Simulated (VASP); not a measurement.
# Li4Nb4O11 (a cell with a defect) in VASP: further runs

Li4Nb4O11 (a cell with a defect) is run at these levels: PBEsol; tasks: single point.

Program: VASP 6.6.1. These are calculated values, not measurements. Logs are shortened: lines on timing, memory, paths and dates and some standing lists are left out, and cuts for length are marked.

### Step 1. The cell of the first run

The cell holds a defect, 19 atoms: a = 5.195 Å, b = 5.598 Å, c = 7.637 Å, α = 95.84°, β = 90.00°, γ = 90.00°.

### Step 2. Single point, PBEsol

INCAR

```
PREC = Accurate ; ENCUT = 520
EDIFF = 1E-7 ; ISMEAR = 0
SIGMA = 0.05 ; LREAL = Auto
LASPH = T ; NELM = 60
ALGO = Normal ; ISIF = 2
LWAVE = F ; LCHARG = T
GGA = PS ; LELF = T
LVHAR = T ; NELECT = 128.0
NBANDS = 80
```

KPOINTS

```
regular mesh
0
Gamma
  4 4 4
```

POSCAR

```
Li4Nb4O11
1.0
    5.1950821957      0.0000000000      0.0000000000
    0.0000000000      2.9993821042     -4.7271664166
    0.0000000000      5.9987642083      4.7271664167
Li Nb O
4 4 11
Direct
    0.0000000000      0.2865432153      0.3567283924
    0.5000000000      0.7865432153      0.8567283924
    0.0000000000      0.7134567847      0.6432716076
    0.5000000000      0.2134567847      0.1432716076
    0.0000000000      0.7111568631      0.1444215685
    0.5000000000      0.2111568631      0.6444215685
    0.0000000000      0.2888431369      0.8555784315
    0.5000000000      0.7888431369      0.3555784315
    0.8020967884      0.0253128181      0.7589912829
    0.3020967884      0.5253128181      0.2589912829
    0.3273039138      0.1547135204      0.8883919851
    0.3705992977      0.8526167320      0.5862951967
    0.8705992977      0.3526167320      0.0862951967
    0.1979032116      0.9746871819      0.2410087171
    0.6979032116      0.4746871819      0.7410087171
    0.1726960862      0.3452864796      0.6116080149
    0.5592172667      0.7421277535      0.0299721243
    0.6294007023      0.1473832680      0.4137048033
    0.1294007023      0.6473832680      0.9137048033
```

Potentials or basis: VASP PAW PBE potentials, release 64 (Li_sv, Nb_sv, O).

On the command line:

```
cat potpaw_PBE.64/Li_sv/POTCAR potpaw_PBE.64/Nb_sv/POTCAR potpaw_PBE.64/O/POTCAR > POTCAR
mpirun -np 1 vasp_std > vasp.out
```

OUTCAR:

```text
PREC = Accurate
   ENCUT = 520
   EDIFF = 1E-7
   ISMEAR = 0
   LREAL = Auto
   LASPH = T
   NELM = 60
   ISIF = 2
   GGA = PS
   NELECT = 128.0

 ion  position               nearest neighbor table
   1  0.000  0.287  0.357-  18 2.14  16 2.14  14 2.14  10 2.24  13 2.24
   2  0.500  0.787  0.857-  17 1.41  19 2.14  15 2.14   9 2.24  11 2.24  12 2.24
   3  0.000  0.713  0.643-  12 2.14   9 2.14  15 2.24  16 2.24  19 2.24
   4  0.500  0.213  0.143-  13 2.14  11 2.14  10 2.14  14 2.24  18 2.24
   5  0.000  0.711  0.144-  14 1.89  19 1.89  10 2.12  13 2.12  17 2.46
   6  0.500  0.211  0.644-  16 1.89  15 1.89  18 1.89  11 2.12   9 2.12  12 2.12
   7  0.000  0.289  0.856-  11 1.89   9 1.89  13 1.89  16 2.12  15 2.12  19 2.12
   8  0.500  0.789  0.356-  10 1.89  12 1.89  14 2.12  18 2.12  17 2.49
   9  0.802  0.025  0.759-   7 1.89   6 2.12   3 2.14   2 2.24
  10  0.302  0.525  0.259-   8 1.89   5 2.12   4 2.14   1 2.24
  11  0.327  0.155  0.888-   7 1.89   6 2.12   4 2.14   2 2.24
  12  0.371  0.853  0.586-   8 1.89   6 2.12   3 2.14   2 2.24
  13  0.871  0.353  0.086-   7 1.89   5 2.12   4 2.14   1 2.24
  14  0.198  0.975  0.241-   5 1.89   8 2.12   1 2.14   4 2.24
  15  0.698  0.475  0.741-   6 1.89   7 2.12   2 2.14   3 2.24
  16  0.173  0.345  0.612-   6 1.89   7 2.12   1 2.14   3 2.24
  17  0.559  0.742  0.030-   2 1.41   5 2.46   8 2.49
  18  0.629  0.147  0.414-   6 1.89   8 2.12   1 2.14   4 2.24
  19  0.129  0.647  0.914-   5 1.89   7 2.12   2 2.14   3 2.24

  LATTYP: Found a simple monoclinic cell.
 ALAT       =     5.5984279344
 B/A-ratio  =     0.9279537500
 C/A-ratio  =     1.3642207161
 COS(beta)  =    -0.1018177164

  Lattice vectors:

 A1 = (   0.0000000000,   2.9993821042,  -4.7271664166)
 A2 = (  -5.1950821957,   0.0000000000,   0.0000000000)
 A3 = (   0.0000000000,   5.9987642083,   4.7271664167)

Analysis of symmetry for initial positions (statically):
=====================================================================
 Subroutine PRICEL returns:
 Original cell was already a primitive cell.

 Routine SETGRP: Setting up the symmetry group for a
 simple monoclinic supercell.

 Subroutine GETGRP returns: Found  1 space group operations
 (whereof  1 operations were pure point group operations)
 out of a pool of  4 trial point group operations.

The static configuration has the point symmetry C_1 .

Analysis of symmetry for dynamics (positions and initial velocities):
=====================================================================
 Subroutine PRICEL returns:
 Original cell was already a primitive cell.

 Routine SETGRP: Setting up the symmetry group for a
 simple monoclinic supercell.

 Subroutine GETGRP returns: Found  1 space group operations
 (whereof  1 operations were pure point group operations)
 out of a pool of  4 trial point group operations.

The dynamic configuration has the point symmetry C_1 .

 Subroutine INISYM returns: Found  1 space group operations
 (whereof  1 operations are pure point group operations),
 and found     1 'primitive' translations

----------------------------------------------------------------------------------------

                                     Primitive cell

  volume of cell :     220.9766

  direct lattice vectors                    reciprocal lattice vectors
     5.195082196  0.000000000  0.000000000     0.192489736  0.000000000  0.000000000
     0.000000000  2.999382104 -4.727166417     0.000000000  0.111134001 -0.141028813
     0.000000000  5.998764208  4.727166417     0.000000000  0.111134001  0.070514406

  length of vectors
     5.195082196  5.598427934  7.637491365     0.192489736  0.179554705  0.131617049

  position of ions in fractional coordinates (direct lattice)
     0.000000000  0.286543215  0.356728392
     0.500000000  0.786543215  0.856728392
     0.000000000  0.713456785  0.643271608
     0.500000000  0.213456785  0.143271608
     0.000000000  0.711156863  0.144421569
     0.500000000  0.211156863  0.644421569
[... 11 lines left out ...]
     0.629400702  0.147383268  0.413704803
[... 49 lines left out ...]
  energy-cutoff  :      520.00
  volume of cell :      220.98
 maximum number of plane-waves:      5983
 NGX is ok and might be reduce to    40
   NGX = 19   NGY = 21   NGZ = 29

 number of electron     127.9999977 magnetization

 Free energy of the ion-electron system (eV)
  ---------------------------------------------------
  ext. energy  EPLUGINS =         0.00000000
  ---------------------------------------------------
  free energy    TOTEN  =      -159.77672812 eV

  energy without entropy =     -159.77668228  energy(sigma->0) =     -159.77670520

 E-fermi :   3.9253     XC(G=0): -10.4177

 val. band max:        3.8197954829   @ k =   0.0000   0.5000   0.5000
 cond. band min:       4.0160700840   @ k =   0.5000   0.0000   0.5000
 fundamental gap:      0.1962746012
 Fermi energy:         3.9253460555

 k-point     1 :       0.0000    0.0000    0.0000
  band No.  band energies     occupation
      1     -52.2363      2.00000
      2     -51.9037      2.00000
      3     -50.8156      2.00000
      4     -50.6307      2.00000
      5     -39.2787      2.00000
      6     -39.2559      2.00000
[... 68 lines left out ...]
     75       8.0456      0.00000
     76       8.1745      0.00000

 k-point     2 :       0.2500    0.0000    0.0000
  band No.  band energies     occupation
      1     -52.2353      2.00000
      2     -51.9047      2.00000
      3     -50.8133      2.00000
      4     -50.6331      2.00000
      5     -39.2787      2.00000
      6     -39.2559      2.00000
[... 68 lines left out ...]
     75       8.0747      0.00000
     76       8.2421      0.00000

 k-point     3 :       0.5000    0.0000    0.0000
  band No.  band energies     occupation
      1     -52.2343      2.00000
      2     -51.9058      2.00000
      3     -50.8109      2.00000
      4     -50.6355      2.00000
      5     -39.2787      2.00000
      6     -39.2559      2.00000
[... 1648 lines left out ...]
     75       7.9921      0.00000
     76       8.1583      0.00000

 k-point    24 :       0.2500   -0.2500    0.2500
  band No.  band energies     occupation
      1     -52.2353      2.00000
      2     -51.9047      2.00000
      3     -50.8133      2.00000
      4     -50.6331      2.00000
      5     -39.2787      2.00000
      6     -39.2559      2.00000
[... 68 lines left out ...]
     75       7.9870      0.00000
     76       8.2274      0.00000

 [... further k-points ...]

 [bands above 76 left out]

------------------------ aborting loop because EDIFF is reached ----------------------------------------

  FORCE on cell =-STRESS in cart. coord.  units (eV):
  Direction    XX          YY          ZZ          XY          YZ          ZX
  --------------------------------------------------------------------------------------
  -------------------------------------------------------------------------------------
  Total      -24.8010219    -25.8222745    -17.6834987     -2.0861443      2.7345454     -2.0091439
  in kB     -179.8182608   -187.2227890   -128.2131030    -15.1254590     19.8266510    -14.5671724
  external PRESSURE =    -165.0847176 kB  Pullay stress =       0.0000000 kB

 VOLUME and BASIS-vectors are now :
 -----------------------------------------------------------------------------
  energy-cutoff  :      520.00
  volume of cell :      220.98
      direct lattice vectors                 reciprocal lattice vectors
     5.195082196  0.000000000  0.000000000     0.192489736  0.000000000  0.000000000
     0.000000000  2.999382104 -4.727166417     0.000000000  0.111134001 -0.141028813
     0.000000000  5.998764208  4.727166417     0.000000000  0.111134001  0.070514406

 POSITION                                       TOTAL-FORCE (eV/Angst)
 -----------------------------------------------------------------------------------
      0.00000      2.99938      0.33178         0.336743     -0.331911      0.645639
      2.59754      7.49846      0.33178        -1.492960     -4.880880     -5.349284
      0.00000      5.99876     -0.33178         0.276418      0.905313      0.533134
      2.59754      1.49969     -0.33178        -0.085607     -0.406143     -0.418115
      0.00000      2.99938     -2.67905         0.441664     -6.212246     -1.986463
      2.59754      4.49907      2.04811        -0.008154      2.704300      0.647115
[... 11 lines left out ...]
      3.26979      2.92378      1.25895         0.665469     -2.574350      0.098198
      0.67225      7.42285      1.25895        -1.296178      2.426158      0.420521
 -----------------------------------------------------------------------------------
    total drift:                               -0.002509     -0.005334     -0.003627

  FREE ENERGIE OF THE ION-ELECTRON SYSTEM (eV)
  ---------------------------------------------------
  free  energy   TOTEN  =      -159.7767281189 eV

  energy  without entropy=     -159.7766822830  energy(sigma->0) =     -159.77670520
```

Run time: 16 min. Hardware: 1 thread of Intel Xeon Platinum 8559C (Emerald Rapids), shared host; peak memory 0.53 GiB.

Results:

```
Free energy   : -159.7767 eV
Largest force : 13.106 eV/Å
```

Forces in eV/Å, atoms in the order of the input:
```
Li   0.337 -0.332  0.646
Li  -1.493 -4.881 -5.349
Li   0.276  0.905  0.533
Li  -0.086 -0.406 -0.418
Nb   0.442 -6.212 -1.986
Nb  -0.008  2.704  0.647
Nb  -0.106 -1.294  0.298
Nb  -3.968  0.237 -2.104
O    0.033 -0.255 -0.150
O   -1.317  1.204 -0.270
O   -0.113 -0.218 -0.424
O    0.570 -2.217 -0.310
O    0.254  2.107  0.477
O    0.218  0.507  1.387
O    0.138 -0.945 -0.464
O   -0.198 -0.017 -0.385
O    5.652  9.259  7.355
O    0.665 -2.574  0.098
O   -1.296  2.426  0.421
```

Caveat: the cell carries a net charge on a neutralising background, which shifts energy and pressure; the cell differs from its parent crystal (atoms taken out, atom 17 moved -0.167 of the way to it and -0.900 Å across, host rigid); the cell is charged against a uniform background, so pressure and absolute levels hang on convention; the cutoff is under 1.25 times the usual one of these potentials, so pressure, stress and relaxed cells hold a basis-set (Pulay) error; the PAW data sets were made with another functional, which shifts forces and pressure a little.

### Step 3. Single point, PBEsol

INCAR

```
PREC = Accurate
ENCUT = 520
EDIFF = 1E-7
ISMEAR = 0
SIGMA = 0.05
LREAL = Auto
LASPH = True
NELM = 60
ALGO = Normal
ISIF = 2
LWAVE = False
LCHARG = True
GGA = PS
LELF = True
LVHAR = True
NBANDS = 80
NELECT = 128.0
```

KPOINTS is that of step 2.

POSCAR, as its differences from that of step 2:

```diff
@@ -24,3 +24,3 @@
     0.1726960862      0.3452864796      0.6116080149
-    0.5592172667      0.7421277535      0.0299721243
+    0.5849903916      0.7103592412      0.0761120121
     0.6294007023      0.1473832680      0.4137048033
```

Potentials or basis: VASP PAW PBE potentials, release 64 (Li_sv, Nb_sv, O).

On the command line:

```
cat potpaw_PBE.64/Li_sv/POTCAR potpaw_PBE.64/Nb_sv/POTCAR potpaw_PBE.64/O/POTCAR > POTCAR
mpirun -np 1 vasp_std > vasp.out
```

It took 12 min on 1 thread of AMD EPYC 9R45 (Zen 5), shared host; peak memory 0.52 GiB.

Results (log left out):

```yaml
Free_energy: -162.7344 eV
Largest_force: 6.291 eV/Å
```

Forces on the atoms (eV/Å):
```
Li   0.370 -0.328  0.600
Li  -0.041 -0.398 -0.285
Li   0.334  0.884  0.526
Li  -0.118 -0.194 -0.524
Nb   0.114 -5.916 -1.322
Nb  -0.243  2.409  0.599
Nb  -0.079 -1.010  0.346
Nb  -3.695 -0.125 -2.044
O   -0.055 -0.240  0.059
O   -2.250  1.329  0.318
O    0.047 -0.193 -0.204
O    0.405 -1.729 -0.091
O    0.615  1.406  0.795
O    0.355  0.510  1.242
O    0.103 -0.689 -0.468
O   -0.131 -0.002 -0.316
O    4.470  4.413  0.349
O    0.709 -2.503  0.080
O   -0.910  2.377  0.340
```

Levels at points of the mesh, in eV from the Fermi level:
```tsv
k point	band 62	band 63	band 64	band 65	band 66	band 67
(0.00, 0.00, 0.00)	-0.84	-0.76	-0.55	0.54	1.50	2.02
(0.50, 0.00, 0.00)	-0.88	-0.86	-0.38	0.51	1.54	2.00
(0.00, 0.50, 0.00)	-0.98	-0.81	-0.62	0.56	1.61	2.22
(0.50, 0.50, 0.00)	-0.90	-0.75	-0.53	0.61	1.54	2.08
(0.00, 0.00, 0.50)	-1.00	-0.74	-0.53	0.57	1.52	2.03
(0.50, 0.00, 0.50)	-0.83	-0.72	-0.40	0.47	1.50	2.03
(0.00, 0.50, 0.50)	-0.88	-0.82	-0.48	0.50	1.58	2.22
(0.50, 0.50, 0.50)	-0.92	-0.75	-0.59	0.60	1.52	2.08
```

Caveat: the cell carries a net charge on a neutralising background, which shifts energy and pressure; the cell differs from its parent crystal (atoms taken out, atom 17 moved 0.000 of the way to it and -0.900 Å across, host rigid); the cell is charged against a uniform background, so pressure and absolute levels hang on convention; the cutoff is under 1.25 times the usual one of these potentials, so pressure, stress and relaxed cells hold a basis-set (Pulay) error; the PAW data sets were made with another functional, which shifts forces and pressure a little.

### Step 4. Single point, PBEsol

INCAR

```
SYSTEM = Li4Nb4O11
PREC     = Accurate       ! precision mode
ENCUT    = 520            ! plane-wave cutoff, eV
EDIFF    = 1E-6           ! SCF threshold, eV
ISMEAR   = 0              ! smearing method
SIGMA    = 0.05           ! smearing width, eV
LREAL    = Auto         
LASPH    = .True.         ! aspherical terms in the spheres
NELM     = 80             ! most SCF steps
ALGO     = Normal         ! electronic algorithm
ISIF     = 2              ! what is computed and relaxed
LWAVE    = .False.        ! write WAVECAR
LCHARG   = .True.         ! write CHGCAR
GGA      = PS             ! functional
LELF     = .True.         ! ELF
LVHAR    = .True.       
NBANDS   = 80             ! bands
NELECT   = 128.0
```

KPOINTS

```
regular mesh
0
Gamma
  4 4 4
  0 0 0
```

POSCAR, as its differences from that of step 3:

```diff
@@ -24,3 +24,3 @@
     0.1726960862      0.3452864796      0.6116080149
-    0.5849903916      0.7103592412      0.0761120121
+    0.7311665492      0.9352379718      0.1352720167
     0.6294007023      0.1473832680      0.4137048033
```

On the command line:

```
cat potpaw_PBE.64/Li_sv/POTCAR potpaw_PBE.64/Nb_sv/POTCAR potpaw_PBE.64/O/POTCAR > POTCAR
mpirun -np 1 vasp_std > vasp.out
```

It took 38 min on 1 thread of Intel Xeon 8259CL, shared host; peak memory 0.55 GiB.

It converged, with:

- Free energy: -164.1583 eV
- Largest force: 5.092 eV/Å

Forces on the atoms (eV/Å):
```
Li   0.271 -0.547  0.760
Li   0.061 -0.032 -0.142
Li   0.331  0.940  0.567
Li  -0.039 -0.170 -0.195
Nb   1.238 -4.367 -2.197
Nb   0.112  1.759  0.197
Nb   0.248 -1.218  0.315
Nb  -3.678  1.927 -2.948
O   -0.071 -0.268 -0.036
O    0.264  1.110 -0.274
O   -0.171 -0.155 -0.142
O    0.731 -2.236 -0.263
O   -0.261  2.667 -0.563
O    2.351  0.851  1.646
O    0.070 -0.186 -0.534
O   -0.313  0.063 -0.316
O   -0.712 -1.480  3.538
O   -0.009 -0.351  0.551
O   -0.422  1.694  0.035
```

Levels at points of the mesh, in eV from the Fermi level:
```tsv
k point	band 61	band 62	band 63	band 64	band 65	band 66	band 67	band 68
(0.00, 0.00, 0.00)	-0.84	-0.76	-0.45	-0.29	0.92	2.28	2.45	3.32
(0.50, 0.00, 0.00)	-0.89	-0.63	-0.43	-0.34	1.05	2.25	2.60	2.91
(0.00, 0.50, 0.00)	-0.82	-0.59	-0.46	-0.38	0.95	2.40	2.52	3.39
(0.50, 0.50, 0.00)	-0.72	-0.56	-0.48	-0.38	1.02	2.35	2.58	2.97
(0.00, 0.00, 0.50)	-0.81	-0.58	-0.50	-0.31	0.98	2.23	2.52	3.30
(0.50, 0.00, 0.50)	-0.86	-0.55	-0.40	-0.39	1.01	2.26	2.59	2.89
(0.00, 0.50, 0.50)	-0.67	-0.64	-0.52	-0.39	0.89	2.39	2.53	3.30
(0.50, 0.50, 0.50)	-0.82	-0.55	-0.53	-0.43	0.99	2.36	2.58	2.95
```

Caveat: the cell carries a net charge on a neutralising background, which shifts energy and pressure; the cell differs from its parent crystal (atoms taken out, atom 17 moved 0.000 of the way to it and +0.600 Å across, host rigid); the cell is charged against a uniform background, so pressure and absolute levels hang on convention; the cutoff is under 1.25 times the usual one of these potentials, so pressure, stress and relaxed cells hold a basis-set (Pulay) error; the PAW data sets were made with another functional, which shifts forces and pressure a little.

### Step 5. Single point, PBEsol

INCAR

```
  PREC = Accurate
  ENCUT = 520
  EDIFF = 1E-6
  ISMEAR = 0
  SIGMA = 0.05
  LREAL = Auto
  LASPH = T
  NELM = 60
  ALGO = Normal
  ISIF = 2
  LWAVE = F
  LCHARG = F
  GGA = PS
  NELECT = 128.0
  NBANDS = 80
```

KPOINTS

```
regular mesh
0
Gamma
  4 4 4
```

POSCAR, as its differences from that of step 4:

```diff
@@ -24,3 +24,3 @@
     0.1726960862      0.3452864796      0.6116080149
-    0.7311665492      0.9352379718      0.1352720167
+    0.7826973382      0.8717200045      0.2275241140
     0.6294007023      0.1473832680      0.4137048033
```

On the command line:

```
cat potpaw_PBE.64/Li_sv/POTCAR potpaw_PBE.64/Nb_sv/POTCAR potpaw_PBE.64/O/POTCAR > POTCAR
mpirun -np 1 vasp_std > vasp.out
```

It took 17 min on 1 thread of Intel Xeon Platinum 8259CL at 2.50GHz (Skylake/Cascade Lake), shared host; peak memory 0.54 GiB.

The run converged. Its results:

| Item | Value |
| --- | --- |
| Free energy | -161.7147 eV |
| Largest force | 23.679 eV/Å |

Forces in eV/Å, atoms in the order of the input:
```
Li    0.381  -0.363   0.745
Li   -0.371  -0.657  -0.386
Li    0.427   0.952   0.629
Li   -0.244   0.128  -0.433
Nb   17.426 -15.109   5.361
Nb   -0.109   1.367   0.045
Nb    0.671  -1.095  -0.459
Nb   -7.172   3.803   0.306
O    -0.150  -0.102   0.326
O    -0.073   0.715  -0.297
O     0.013  -0.024   0.173
O     0.796  -1.763  -0.143
O    -0.691   2.223   0.247
O     3.915   0.851   0.893
O     0.049  -0.066  -0.469
O    -0.271  -0.006  -0.193
O   -13.381   8.087  -5.002
O    -0.658   0.744  -0.396
O    -0.561   0.315  -0.947
```

Levels at points of the mesh, in eV from the Fermi level:
| k point | band 60 | band 61 | band 62 | band 63 | band 64 | band 65 | band 66 | band 67 | band 68 | band 69 |
| --- | --- | --- | --- | --- | --- | --- | --- | --- | --- | --- |
| (0.00, 0.00, 0.00) | -0.79 | -0.70 | -0.63 | -0.42 | -0.23 | 1.48 | 2.71 | 2.87 | 3.37 | 3.81 |
| (0.50, 0.00, 0.00) | -0.79 | -0.69 | -0.56 | -0.37 | -0.35 | 2.17 | 2.45 | 2.79 | 3.12 | 3.77 |
| (0.00, 0.50, 0.00) | -0.77 | -0.74 | -0.59 | -0.39 | -0.35 | 1.60 | 2.85 | 2.91 | 3.47 | 3.78 |
| (0.50, 0.50, 0.00) | -0.77 | -0.59 | -0.57 | -0.41 | -0.29 | 2.17 | 2.52 | 2.76 | 3.23 | 3.70 |
| (0.00, 0.00, 0.50) | -0.79 | -0.64 | -0.57 | -0.42 | -0.23 | 1.56 | 2.66 | 2.92 | 3.40 | 3.82 |
| (0.50, 0.00, 0.50) | -0.75 | -0.71 | -0.44 | -0.37 | -0.34 | 2.18 | 2.45 | 2.79 | 3.15 | 3.75 |
| (0.00, 0.50, 0.50) | -0.77 | -0.62 | -0.53 | -0.43 | -0.33 | 1.57 | 2.82 | 2.89 | 3.48 | 3.69 |
| (0.50, 0.50, 0.50) | -0.81 | -0.72 | -0.55 | -0.45 | -0.34 | 2.16 | 2.51 | 2.83 | 3.30 | 3.84 |

Caveat: the cell carries a net charge on a neutralising background, which shifts energy and pressure; the cell differs from its parent crystal (atoms taken out, atom 17 moved 0.333 of the way to it and +0.600 Å across, host rigid); the cell is charged against a uniform background, so pressure and absolute levels hang on convention; the cutoff is under 1.25 times the usual one of these potentials, so pressure, stress and relaxed cells hold a basis-set (Pulay) error; the PAW data sets were made with another functional, which shifts forces and pressure a little.
